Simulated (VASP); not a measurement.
# AlN (P6_3mc) in VASP: further runs

The runs below take AlN through single point, relaxation of cell and atoms, with LDA.

Everything below comes from runs of VASP 6.6.1. Logs are shortened: lines on timing, memory, paths and dates and some standing lists are left out, and cuts for length are marked.

### Step 1. The cell of the first run

It takes space group P6_3mc (No. 186, hexagonal). The conventional cell has a = 3.089 Å, b = 3.089 Å, c = 4.943 Å, α = 90.00°, β = 90.00°, γ = 120.00°. Al (site symmetry 3m) has 4 N at 1.88 to 1.89 Å within 2.5 Å. N (site symmetry 3m) has 4 Al at 1.88 to 1.89 Å within 2.5 Å.

### Step 2. Single point, LDA

The input, INCAR:

```
ALGO = Normal
EDIFF = 1E-6
ENCUT = 520
ISIF = 2
ISMEAR = 0
LASPH = True
LCHARG = True
LELF = True
LREAL = False
LVHAR = True
LWAVE = False
NBANDS = 16
NELM = 60
PREC = Accurate
SIGMA = 0.02
```

The input, KPOINTS:

```
k-points
0
Gamma
  12 12 6
```

The input, POSCAR:

```
AlN
1.0
    3.0887789123      0.0000000000      0.0000000000
   -1.5443894561      2.6749610047      0.0000000000
    0.0000000000      0.0000000000      4.9433095519
Al N
2 2
Direct
    0.6666666667      0.3333333333      0.4990090971
    0.3333333333      0.6666666667      0.9990090971
    0.6666666667      0.3333333333      0.8809909029
    0.3333333333      0.6666666667      0.3809909029
```

Potentials or basis: VASP PAW LDA potentials, release 64 (Al, N).

On the command line:

```
$ cat potpaw_LDA.64/Al/POTCAR potpaw_LDA.64/N/POTCAR > POTCAR
$ mpirun -np 1 vasp_std > vasp.out
```

OUTCAR:

```text
EDIFF = 1E-6
   ENCUT = 520
   ISIF = 2
   ISMEAR = 0
   LASPH = True
   LREAL = False
   NELM = 60
   PREC = Accurate

 ion  position               nearest neighbor table
   1  0.667  0.333  0.499-   4 1.88   4 1.88   4 1.88   3 1.89   2 3.05   2 3.05   2 3.05   2 3.05
                             2 3.05   2 3.05
   2  0.333  0.667  0.999-   3 1.88   3 1.88   3 1.88   4 1.89   1 3.05   1 3.05   1 3.05   1 3.05
                             1 3.05   1 3.05
   3  0.667  0.333  0.881-   2 1.88   2 1.88   2 1.88   1 1.89
   4  0.333  0.667  0.381-   1 1.88   1 1.88   1 1.88   2 1.89

  LATTYP: Found a hexagonal cell.
 ALAT       =     3.0887789123
 C/A-ratio  =     1.6004089941

  Lattice vectors:

 A1 = (   3.0887789123,   0.0000000000,   0.0000000000)
 A2 = (  -1.5443894561,   2.6749610047,   0.0000000000)
 A3 = (   0.0000000000,   0.0000000000,   4.9433095519)

Analysis of symmetry for initial positions (statically):
=====================================================================
 Subroutine PRICEL returns:
 Original cell was already a primitive cell.

 Routine SETGRP: Setting up the symmetry group for a
 hexagonal supercell.

 Subroutine GETGRP returns: Found 12 space group operations
 (whereof  6 operations were pure point group operations)
 out of a pool of 24 trial point group operations.

The static configuration has the point symmetry C_3v.
 The point group associated with its full space group is C_6v.

Analysis of symmetry for dynamics (positions and initial velocities):
=====================================================================
 Subroutine PRICEL returns:
 Original cell was already a primitive cell.

 Routine SETGRP: Setting up the symmetry group for a
 hexagonal supercell.

 Subroutine GETGRP returns: Found 12 space group operations
 (whereof  6 operations were pure point group operations)
 out of a pool of 24 trial point group operations.

The dynamic configuration has the point symmetry C_3v.
 The point group associated with its full space group is C_6v.

 Subroutine INISYM returns: Found 12 space group operations
 (whereof  6 operations are pure point group operations),
 and found     1 'primitive' translations

----------------------------------------------------------------------------------------

                                     Primitive cell

  volume of cell :      40.8434

  direct lattice vectors                    reciprocal lattice vectors
     3.088778912  0.000000000  0.000000000     0.323752534  0.186918613  0.000000000
    -1.544389456  2.674961005  0.000000000     0.000000000  0.373837225  0.000000000
     0.000000000  0.000000000  4.943309552     0.000000000  0.000000000  0.202293623

  length of vectors
     3.088778912  3.088778912  4.943309552     0.373837225  0.373837225  0.202293623

  position of ions in fractional coordinates (direct lattice)
     0.666666667  0.333333333  0.499009097
     0.333333333  0.666666667  0.999009097
     0.666666667  0.333333333  0.880990903
     0.333333333  0.666666667  0.380990903

  ion indices of the primitive-cell ions
   primitive index   ion index
                 1           1
                 2           2
                 3           3
                 4           4

----------------------------------------------------------------------------------------

 KPOINTS: k-points

Automatic generation of k-mesh.
 Grid dimensions read from file:
 generate k-points for:   12   12    6

 Generating k-lattice:

  Cartesian coordinates                     Fractional coordinates (reciprocal lattice)
     0.026979378  0.015576551  0.000000000     0.083333333  0.000000000  0.000000000
     0.000000000  0.031153102  0.000000000     0.000000000  0.083333333  0.000000000
     0.000000000  0.000000000  0.033715604     0.000000000  0.000000000  0.166666667

  Length of vectors
     0.031153102  0.031153102  0.033715604

  Shift w.r.t. Gamma in fractional coordinates (k-lattice)
     0.000000000  0.000000000  0.000000000

 Subroutine IBZKPT returns following result:
 ===========================================

 Found     76 irreducible k-points:

 Following reciprocal coordinates:
            Coordinates               Weight
  0.000000  0.000000  0.000000      1.000000
  0.083333 -0.000000  0.000000      6.000000
  0.166667 -0.000000  0.000000      6.000000
  0.250000 -0.000000  0.000000      6.000000
  0.333333 -0.000000  0.000000      6.000000
  0.416667 -0.000000  0.000000      6.000000
[... 16 lines left out ...]
  0.250000 -0.000000  0.166667     12.000000
  0.333333 -0.000000  0.166667     12.000000
 [... further k-points ...]
   k-points           NKPTS =     76   k-points in BZ     NKDIM =     76   number of bands    NBANDS=     16
   number of dos      NEDOS =    301   number of ions     NIONS =      4
   total plane-waves  NPLWV =  23040
   dimension x,y,z NGX =    24 NGY =   24 NGZ =   40
   dimension x,y,z NGXF=    48 NGYF=   48 NGZF=   80
   ions per type =               2   2
   NGX,Y,Z   is equivalent  to a cutoff of  12.92, 12.92, 13.45 a.u.
   NGXF,Y,Z  is equivalent  to a cutoff of  25.83, 25.83, 26.90 a.u.
 SYSTEM =  unknown system
   PREC   = accura    normal or accurate (medium, high low for compatibility)
   ISTART =      0    job   : 0-new  1-cont  2-samecut
   ICHARG =      2    charge: 1-file 2-atom 10-const
   ISPIN  =      1    spin polarized calculation?
   LNONCOLLINEAR =      F non collinear calculations
   LSORBIT =      F    spin-orbit coupling
   LASPH  =      T    aspherical Exc in radial PAW
   ENCUT  =  520.0 eV  38.22 Ry    6.18 a.u.   5.74  5.74  9.19*2*pi/ulx,y,z
   NELM   =     60;   NELMIN=  2; NELMDL= -5     # of ELM steps
   EDIFF  = 0.1E-05   stopping-criterion for ELM
   LREAL  =      F    real-space projection
   EDIFFG = 0.1E-04   stopping-criterion for IOM
   NSW    =      0    number of steps for IOM
   IBRION =     -1    ionic relax: 0-MD 1-quasi-New 2-CG
   NFREE  =      0    steps in history (QN), initial steepest desc. (CG)
   ISIF   =      2    stress and relaxation
   ISYM   =      2    0-nonsym 1-usesym 2-fastsym
   POTIM  = 0.5000    time-step for ionic-motion
   TEBEG  =    0.0;   TEEND  =   0.0 temperature during run
   PSTRESS=    0.0 pullay stress
   NELECT =      16.0000    total number of electrons
   NUPDOWN=      -1.0000    fix difference up-down
   EMIN   =  10.00;   EMAX   =-10.00  energy-range for DOS
   EFERMI =   0.00;   METHOD = LEGACY
   ISMEAR =     0;   SIGMA  =   0.02  broadening in eV -4-tet -1-fermi 0-gaus
   EFERMI_NEDOS =   21; number of points for ismear=-14 and -15
   IALGO  =     38    algorithm
   IMIX   =      4    mixing-type and parameters
     AMIX     =   0.40;   BMIX     =  1.00
     AMIX_MAG =   1.60;   BMIX_MAG =  1.00
  volume/ion in A,a.u.               =      10.21        68.91
  Fermi-wavevector in a.u.,A,eV,Ry     =   1.197864  2.263634 19.522698  1.434878
  Thomas-Fermi vector in A             =   2.333768
   LORBIT       =      0    0 simple, 1 ext, 2 COOP (PROOUT), +10 PAW based schemes
   GGA     = CA    functional components
   LHFCALC =     F    Hartree Fock is set to
   AEXX    =    0.0000 exact exchange contribution
   IVDW    =     0    specifies the selected vdW correction
   LEPSILON=     F    determine dielectric tensor
   LRPA    =     F    only Hartree local field effects (RPA)
 non-spin polarized calculation
 Gauss-broadening in eV      SIGMA  =   0.02
  energy-cutoff  :      520.00
  volume of cell :       40.84
 maximum number of plane-waves:      1124
 NGX is ok and might be reduce to    24
   NGX = 11   NGY = 11   NGZ = 19

 number of electron      15.9999997 magnetization

 Free energy of the ion-electron system (eV)
  ---------------------------------------------------
  ext. energy  EPLUGINS =         0.00000000
  ---------------------------------------------------
  free energy    TOTEN  =       -32.84105881 eV

  energy without entropy =      -32.84105881  energy(sigma->0) =      -32.84105881

 E-fermi :   6.2845     XC(G=0): -11.3432

 val. band max:        6.1147103585   @ k =   0.0000   0.0000   0.0000
 cond. band min:      10.5377877080   @ k =   0.0000   0.0000   0.0000
 fundamental gap:      4.4230773495
 Fermi energy:         6.2844709362

 k-point     1 :       0.0000    0.0000    0.0000
  band No.  band energies     occupation
      1      -9.0585      2.00000
      2      -6.7646      2.00000
      3      -0.0396      2.00000
      4       5.2246      2.00000
      5       5.2246      2.00000
      6       5.8862      2.00000
[... 8 lines left out ...]
     15      19.2374      0.00000
     16      19.2374      0.00000

 k-point     2 :       0.0833   -0.0000    0.0000
  band No.  band energies     occupation
      1      -8.9656      2.00000
      2      -6.7110      2.00000
      3       0.0681      2.00000
      4       4.8031      2.00000
      5       5.1034      2.00000
      6       5.4806      2.00000
[... 8 lines left out ...]
     15      19.2858      0.00000
     16      19.3074      0.00000

 k-point     3 :       0.1667   -0.0000    0.0000
  band No.  band energies     occupation
      1      -8.6947      2.00000
      2      -6.5641      2.00000
      3       0.3857      2.00000
      4       3.7769      2.00000
      5       4.6039      2.00000
      6       4.8203      2.00000
[... 8 lines left out ...]
     15      18.4789      0.00000
     16      18.8674      0.00000

 k-point     4 :       0.2500   -0.0000    0.0000
  band No.  band energies     occupation
      1      -8.2709      2.00000
      2      -6.3687      2.00000
      3       0.8948      2.00000
      4       2.5764      2.00000
      5       3.6238      2.00000
      6       4.4966      2.00000
[... 8 lines left out ...]
     15      18.2508      0.00000
     16      19.3705      0.00000

 k-point     5 :       0.3333   -0.0000    0.0000
  band No.  band energies     occupation
      1      -7.7468      2.00000
      2      -6.2059      2.00000
      3       1.5064      2.00000
      4       1.5578      2.00000
      5       2.7367      2.00000
      6       4.2162      2.00000
[... 8 lines left out ...]
     15      18.2426      0.00000
     16      20.5021      0.00000

 k-point     6 :       0.4167   -0.0000    0.0000
  band No.  band energies     occupation
      1      -7.2286      2.00000
      2      -6.1696      2.00000
      3       0.7837      2.00000
      4       2.0859      2.00000
      5       2.2801      2.00000
      6       4.0301      2.00000
[... 8 lines left out ...]
     15      18.6640      0.00000
     16      21.3271      0.00000
[... 267 lines left out ...]
 k-point    21 :       0.0833   -0.0000    0.1667
  band No.  band energies     occupation
      1      -8.8554      2.00000
      2      -6.9331      2.00000
      3       0.4468      2.00000
      4       4.8516      2.00000
      5       5.1511      2.00000
      6       5.1631      2.00000
[... 8 lines left out ...]
     15      18.8145      0.00000
     16      18.9583      0.00000

 k-point    22 :       0.1667   -0.0000    0.1667
  band No.  band energies     occupation
      1      -8.5882      2.00000
      2      -6.7672      2.00000
      3       0.7080      2.00000
      4       3.8509      2.00000
      5       4.3667      2.00000
      6       4.8788      2.00000
[... 8 lines left out ...]
     15      18.6315      0.00000
     16      19.0093      0.00000

 k-point    23 :       0.2500   -0.0000    0.1667
  band No.  band energies     occupation
      1      -8.1714      2.00000
      2      -6.5388      2.00000
      3       1.0584      2.00000
      4       2.7512      2.00000
      5       3.4316      2.00000
      6       4.5645      2.00000
[... 8 lines left out ...]
     15      18.5119      0.00000
     16      19.4402      0.00000

 k-point    24 :       0.3333   -0.0000    0.1667
  band No.  band energies     occupation
      1      -7.6594      2.00000
      2      -6.3289      2.00000
      3       1.0815      2.00000
      4       2.0972      2.00000
      5       2.6959      2.00000
      6       4.2905      2.00000
[... 8 lines left out ...]
     15      18.5792      0.00000
     16      20.4086      0.00000

 [... further k-points ...]
[... 5 lines left out ...]
  --------------------------------------------------------------------------------------
  -------------------------------------------------------------------------------------
  Total        0.1555719      0.1555719      0.1510352      0.0000000      0.0000000      0.0000000
  in kB        6.1026655      6.1026655      5.9247026      0.0000000      0.0000000      0.0000000
  external PRESSURE =       6.0433445 kB  Pullay stress =       0.0000000 kB

 VOLUME and BASIS-vectors are now :
 -----------------------------------------------------------------------------
  energy-cutoff  :      520.00
  volume of cell :       40.84
      direct lattice vectors                 reciprocal lattice vectors
     3.088778912  0.000000000  0.000000000     0.323752534  0.186918613  0.000000000
    -1.544389456  2.674961005  0.000000000     0.000000000  0.373837225  0.000000000
     0.000000000  0.000000000  4.943309552     0.000000000  0.000000000  0.202293623

 POSITION                                       TOTAL-FORCE (eV/Angst)
 -----------------------------------------------------------------------------------
      1.54439      0.89165      2.46676         0.000000     -0.000000     -0.000595
     -0.00000      1.78331      4.93841        -0.000000      0.000000     -0.000595
      1.54439      0.89165      4.35501        -0.000000     -0.000000      0.000595
     -0.00000      1.78331      1.88336         0.000000      0.000000      0.000595
 -----------------------------------------------------------------------------------
    total drift:                               -0.000000      0.000000     -0.000711

  FREE ENERGIE OF THE ION-ELECTRON SYSTEM (eV)
  ---------------------------------------------------
  free  energy   TOTEN  =       -32.8410588148 eV

  energy  without entropy=      -32.8410588148  energy(sigma->0) =      -32.84105881
```

Run time: 38 s. Hardware: 1 thread of Intel Xeon 8259CL, shared host; peak memory 0.16 GiB.

What came out:

```yaml
Free_energy: -32.8411 eV
Pressure: 0.6 GPa
Band_gap_on_the_k_mesh: 4.42 eV
```

### Step 3. Relaxation of cell and atoms, LDA

This run uses another cell than the first one, of 10.63 Å³/atom.

The input, INCAR:

```
SYSTEM = AlN
ALGO = Normal ; EDIFF = 1E-7
EDIFFG = -0.005 ; ENCUT = 600
IBRION = 2 ; ISIF = 3
ISMEAR = 0 ; LASPH = .TRUE.
LCHARG = .FALSE. ; LREAL = .FALSE.
LWAVE = .FALSE. ; NELM = 60
NSW = 100 ; PREC = Accurate
SIGMA = 0.02
```

The input, KPOINTS:

```
k-points
0
G
  12 12 6
  0 0 0
```

The input, POSCAR:

```
AlN
1.0
    3.1285881400      0.0000000000      0.0000000000
   -1.5642940700      2.7094368000      0.0000000000
    0.0000000000      0.0000000000      5.0169550000
Al N
2 2
Direct
    0.6666666700      0.3333333300      0.4992870000
    0.3333333300      0.6666666700      0.9992870000
    0.6666666700      0.3333333300      0.8807130000
    0.3333333300      0.6666666700      0.3807130000
```

Potentials or basis: VASP PAW LDA potentials, release 64 (Al, N).

On the command line:

```
$ cat potpaw_LDA.64/Al/POTCAR potpaw_LDA.64/N/POTCAR > POTCAR
$ mpirun -np 1 vasp_std > vasp.out
```

Run time: 3.8 min. Hardware: 1 thread of Intel Xeon 8259CL, shared host; peak memory 0.18 GiB.

The run converged. Its results:

| Property | Result |
| --- | --- |
| Free energy | -32.8444 eV |
| Relaxed volume | 10.24 Å³/atom |
| Relaxed cell | a = 3.091 Å, b = 3.091 Å, c = 4.948 Å, α = 90.00°, β = 90.00°, γ = 120.00° |
| Space group after relaxing (to 0.1 Å) | P6_3mc (No. 186) |
| Energy gained by relaxing | 9.5 meV/atom |
| Ionic steps | 8 |
| Pressure after relaxing | 0.0 GPa |
| Band gap on the k mesh | 4.40 eV |

The path:
| step | energy change (eV) | largest force (eV/Å) | pressure (GPa) | volume (Å³) |
| --- | --- | --- | --- | --- |
| 1 | 0.0000 | 0.0034 | -7.44 | 42.53 |
| 2 | -0.0050 | 0.0240 | 7.78 | 39.56 |
| 3 | -0.0378 | 0.0106 | -0.04 | 40.96 |
| 4 | -0.0378 | 0.0109 | 0.11 | 40.93 |
| 5 | -0.0379 | 0.0149 | 0.12 | 40.92 |
| 6 | -0.0379 | 0.0169 | 0.12 | 40.92 |
| 7 | -0.0379 | 0.0085 | -0.12 | 40.96 |
| 8 | -0.0379 | 0.0016 | -0.02 | 40.95 |

Final structure:
```xyz
4
Lattice="3.0912 0.0000 0.0000 -1.5456 2.6771 0.0000 0.0000 0.0000 4.9480" Properties=species:S:1:pos:R:3 pbc="T T T"
Al    1.5456    0.8924    2.4693
Al    0.0000    1.7847    4.9433
N     1.5456    0.8924    4.3590
N     0.0000    1.7847    1.8850
```

Levels at points of the mesh, in eV from the valence-band top:
| k point | band 6 | band 7 | band 8 | band 9 | band 10 | band 11 |
| --- | --- | --- | --- | --- | --- | --- |
| (0.00, 0.00, 0.00) | -0.23 | -0.23 | 0.00 | 4.40 | 6.71 | 10.64 |
| (0.50, 0.00, 0.00) | -2.14 | -1.84 | -0.71 | 5.72 | 5.72 | 8.25 |
| (0.00, 0.00, 0.50) | -0.57 | -0.57 | -0.57 | 6.59 | 6.59 | 10.30 |
| (0.50, 0.00, 0.50) | -1.51 | -1.40 | -1.40 | 5.25 | 5.25 | 9.19 |

A k mesh can miss the band edges.

[end of part 1 of 2]
